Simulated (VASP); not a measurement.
# Al3Cu2 (P3m1) in VASP: further runs, part 2 of 2

VASP 6.6.1. The steps go on from the part before.

### 3 Single point, PBEsol (the distance across one plane changed)

INCAR reads:

```
SYSTEM = Al3Cu2
ALGO = Fast
EDIFF = 1E-7
ENCUT = 520
GGA = PS
ISIF = 2
ISMEAR = 0
LASPH = .TRUE.
LCHARG = .TRUE.
LELF = .TRUE.
LREAL = .FALSE.
LVHAR = .TRUE.
LWAVE = .FALSE.
NBANDS = 42
NELM = 100
PREC = Accurate
SIGMA = 0.15
```

KPOINTS reads:

```
k-points
0
G
  13 13 5
  0 0 0
```

POSCAR reads:

```
Al3Cu2
1.0
   -2.0492928026     -3.5494792536      0.0000000000
    2.0492928026     -3.5494792536      0.0000000000
    0.0000000000      0.0000000000     15.9642016679
Al Cu
6 4
Direct
    1.0000000000      1.0000000000      0.3367026239
    1.0000000000      1.0000000000      0.0246230763
    0.6666666667      0.6666666667      0.4464004530
    0.6666666667      0.6666666667      0.1343209054
    0.3333333333      0.3333333333      0.5390843424
    0.3333333333      0.3333333333      0.2270047948
    0.6666666667      0.6666666667      0.5995641031
    0.6666666667      0.6666666667      0.2874845556
    0.3333333333      0.3333333333      0.3859206922
    0.3333333333      0.3333333333      0.0738411446
```

Potentials or basis: VASP PAW PBE potentials, release 64 (Al, Cu).

On the command line:

```bash
$ cat potpaw_PBE.64/Al/POTCAR potpaw_PBE.64/Cu/POTCAR > POTCAR
$ mpirun -np 1 vasp_std > vasp.out
```

OUTCAR:

```text
SYSTEM = Al3Cu2
   EDIFF = 1E-7
   ENCUT = 520
   GGA = PS
   ISIF = 2
   ISMEAR = 0
   LASPH = .TRUE.
   LREAL = .FALSE.
   NELM = 100
   PREC = Accurate

 ion  position               nearest neighbor table
   1  0.000  0.000  0.337-   8 2.49   9 2.49   8 2.49   8 2.49   9 2.49   9 2.49   3 2.94   6 2.94
                             6 2.94   3 2.94   6 2.94   3 2.94
   2  0.000  0.000  0.025-  10 2.49  10 2.49  10 2.49   4 2.94   4 2.94   4 2.94
   3  0.667  0.667  0.446-   7 2.45   8 2.54   9 2.56   9 2.56   9 2.56   5 2.79   5 2.79   5 2.79
                             1 2.94   1 2.94   1 2.94
   4  0.667  0.667  0.134-   8 2.45  10 2.56  10 2.56  10 2.56   6 2.79   6 2.79   6 2.79   2 2.94
                             2 2.94   2 2.94
   5  0.333  0.333  0.539-   9 2.45   7 2.56   7 2.56   7 2.56   3 2.79   3 2.79   3 2.79
   6  0.333  0.333  0.227-  10 2.45   9 2.54   8 2.56   8 2.56   8 2.56   4 2.79   4 2.79   4 2.79
                             1 2.94   1 2.94   1 2.94
   7  0.667  0.667  0.600-   3 2.45   5 2.56   5 2.56   5 2.56
   8  0.667  0.667  0.287-   4 2.45   1 2.49   1 2.49   1 2.49   3 2.54   6 2.56   6 2.56   6 2.56

   9  0.333  0.333  0.386-   5 2.45   1 2.49   1 2.49   1 2.49   6 2.54   3 2.56   3 2.56   3 2.56

  10  0.333  0.333  0.074-   6 2.45   2 2.49   2 2.49   2 2.49   4 2.56   4 2.56   4 2.56

  LATTYP: Found a hexagonal cell.
 ALAT       =     4.0985856051
 C/A-ratio  =     3.8950514167

  Lattice vectors:

 A1 = (  -2.0492928026,   3.5494792536,   0.0000000000)
 A2 = (  -2.0492928026,  -3.5494792536,   0.0000000000)
 A3 = (   0.0000000000,   0.0000000000,  15.9642016679)

Analysis of symmetry for initial positions (statically):
=====================================================================
 Subroutine PRICEL returns:
 Original cell was already a primitive cell.

 Routine SETGRP: Setting up the symmetry group for a
 hexagonal supercell.

 Subroutine GETGRP returns: Found  6 space group operations
 (whereof  6 operations were pure point group operations)
[... 155 lines left out ...]
  Thomas-Fermi vector in A             =   2.189268
   LORBIT       =      0    0 simple, 1 ext, 2 COOP (PROOUT), +10 PAW based schemes
   GGA     = PS    functional components
   LHFCALC =     F    Hartree Fock is set to
   AEXX    =    0.0000 exact exchange contribution
   IVDW    =     0    specifies the selected vdW correction
   LEPSILON=     F    determine dielectric tensor
   LRPA    =     F    only Hartree local field effects (RPA)
 non-spin polarized calculation
 RMM-DIIS sequential band-by-band and
 Gauss-broadening in eV      SIGMA  =   0.15
  energy-cutoff  :      520.00
  volume of cell :      232.24
 maximum number of plane-waves:      6305
   NGX = 15   NGY = 15   NGZ = 59

 number of electron      61.9999988 magnetization

 Free energy of the ion-electron system (eV)
  ---------------------------------------------------
  ext. energy  EPLUGINS =         0.00000000
  ---------------------------------------------------
  free energy    TOTEN  =       -40.38316789 eV

  energy without entropy =      -40.36220734  energy(sigma->0) =      -40.37268761

 E-fermi :   3.4499     XC(G=0):  -8.1310

 val. band max:        3.4486110151   @ k =   0.0769   0.0769   0.4000
 cond. band min:       3.5061140736   @ k =   0.1538   0.0769   0.4000
 fundamental gap:      0.0575030584
 Fermi energy:         3.4499435838

 k-point     1 :       0.0000    0.0000    0.0000
  band No.  band energies     occupation
      1      -7.3050      2.00000
      2      -5.6847      2.00000
      3      -4.4904      2.00000
      4      -2.8775      2.00000
      5      -1.8271      2.00000
      6      -1.8049      2.00000
[... 1069 lines left out ...]
     41       7.3820      0.00000
     42       7.7042      0.00000

 [... further k-points ...]
[... 5 lines left out ...]
  --------------------------------------------------------------------------------------
  -------------------------------------------------------------------------------------
  Total       -4.2433890     -4.2433890     -0.0711015      0.0000000     -0.0000000      0.0000000
  in kB      -29.2736966    -29.2736966     -0.4905051      0.0000000     -0.0000000      0.0000000
  external PRESSURE =     -19.6792994 kB  Pullay stress =       0.0000000 kB

 VOLUME and BASIS-vectors are now :
 -----------------------------------------------------------------------------
  energy-cutoff  :      520.00
  volume of cell :      232.24
      direct lattice vectors                 reciprocal lattice vectors
    -2.049292803 -3.549479254  0.000000000    -0.243986608 -0.140865734  0.000000000
     2.049292803 -3.549479254  0.000000000     0.243986608 -0.140865734  0.000000000
     0.000000000  0.000000000 15.964201668     0.000000000  0.000000000  0.062640151

 POSITION                                       TOTAL-FORCE (eV/Angst)
 -----------------------------------------------------------------------------------
      0.00000      0.00000      5.37519        -0.000000     -0.000000      0.045943
      0.00000      0.00000      0.39309         0.000000     -0.000000      0.638124
      0.00000     -4.73264      7.12643        -0.000000      0.000000      0.171598
      0.00000     -4.73264      2.14433         0.000000      0.000000     -0.833951
      0.00000     -2.36632      8.60605        -0.000000      0.000000      0.821808
      0.00000     -2.36632      3.62395         0.000000      0.000000     -0.310430
      0.00000     -4.73264      9.57156         0.000000     -0.000000     -0.665427
      0.00000     -4.73264      4.58946        -0.000000      0.000000      0.290298
      0.00000     -2.36632      6.16092        -0.000000      0.000000     -0.133634
      0.00000     -2.36632      1.17881        -0.000000     -0.000000     -0.024328
 -----------------------------------------------------------------------------------
    total drift:                                0.000000     -0.000001      0.005965

  FREE ENERGIE OF THE ION-ELECTRON SYSTEM (eV)
  ---------------------------------------------------
  free  energy   TOTEN  =       -40.3831678868 eV

  energy  without entropy=      -40.3622073424  energy(sigma->0) =      -40.37268761
```

OSZICAR:

```text
N       E                     dE             d eps       ncg     rms          rms(c)
DAV:   1     0.439674467100E+03    0.43967E+03   -0.23799E+04  7644   0.151E+03
DAV:   2    -0.911300521314E+01   -0.44879E+03   -0.42920E+03  7660   0.334E+02
DAV:   3    -0.477146532397E+02   -0.38602E+02   -0.35918E+02  9028   0.138E+02
[... 15 lines left out ...]
RMM:  19    -0.403831641514E+02   -0.28202E-04   -0.13373E-04  9334   0.547E-02    0.641E-03
RMM:  20    -0.403831672508E+02   -0.30994E-05   -0.28122E-05  9722   0.443E-02    0.714E-03
RMM:  21    -0.403831677066E+02   -0.45584E-06   -0.12749E-05 11384   0.211E-02    0.487E-03
RMM:  22    -0.403831678223E+02   -0.11573E-06   -0.17366E-06  9727   0.812E-03    0.589E-03
RMM:  23    -0.403831678868E+02   -0.64514E-07   -0.81663E-07  8032   0.640E-03
   1 F= -.40383168E+02 E0= -.40372688E+02  d E =-.209605E-01
```

Wall time 16 min (1 thread of Intel Xeon 6975P-C (Granite Rapids), shared host); peak memory 0.77 GiB.

Results:

```yaml
Free_energy: -40.3832 eV
Pressure: -2.0 GPa
Largest_force: 0.834 eV/Å
Band_gap_on_the_k_mesh: zero (bands 31 and 32 overlap by 2.11 eV)
```

Forces on the atoms (eV/Å):
```
Al   0.000  0.000  0.046
Al   0.000  0.000  0.638
Al   0.000  0.000  0.172
Al   0.000  0.000 -0.834
Al   0.000  0.000  0.822
Al   0.000  0.000 -0.310
Cu   0.000  0.000 -0.665
Cu   0.000  0.000  0.290
Cu   0.000  0.000 -0.134
Cu   0.000  0.000 -0.024
```

Levels at points of the mesh, in eV from the Fermi level:
```csv
k point,band 29,band 30,band 31,band 32,band 33,band 34
"(0.00, 0.00, 0.00)",0.92,1.37,1.37,1.86,1.86,2.82
```

Caveat: the cell differs from its parent crystal (the distance across one plane changed); the PAW data sets were made with another functional, which shifts forces and pressure a little.

The gap in the log of VASP goes by the Fermi energy; the results here count the filled bands.